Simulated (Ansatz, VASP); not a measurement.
# One calculation of InSb, two programs

```
In Sb
1.0
     3.03619    0.00000    0.00000
     0.00000    3.03619    0.00000
     0.00000    0.00000    6.21828
In Sb
1 1
Direct
  0.00000 0.00000 0.00000
  0.00000 0.00000 0.50000
```

Change from the starting cell: normal strain along x +0.0000, normal strain along z +0.0200.

Alike in both runs: task single point; functional PBEsol; k mesh 14 × 14 × 8; occupations gaussian, width 0.15 eV; no spin polarisation.

|  | VASP | Ansatz |
| --- | --- | --- |
| version | VASP 6.6.1 | Ansatz 0.2.0 |
| potentials or method | VASP PAW PBE potentials, release 64 (In_d, Sb), cutoff 500 eV | scalar-relativistic, plane waves, PAW |
| valence electrons in the cell | 18 | 28 |

Ansatz gave:

| Quantity | Value |
| --- | --- |
| gap on the k mesh at the Fermi level (eV) | none |
| pressure (GPa) | -0.9 |
| traceless stress, the component that is largest in VASP (GPa) | -1.19 |

Which values does VASP return?

gap on the k mesh at the Fermi level (eV): none; pressure (GPa): -0.8; traceless stress, the component that is largest in VASP (GPa): -1.21.

VASP's potentials were made for PBE, not for PBEsol, and Ansatz warns of the same on its side. A gap of «none» marks a metal or a gap that the smearing closes. VASP's potentials hold 18 valence electrons a cell and Ansatz's 28, so a difference there can come from the potentials and not from the codes.

Neither program's run includes spin-orbit coupling.
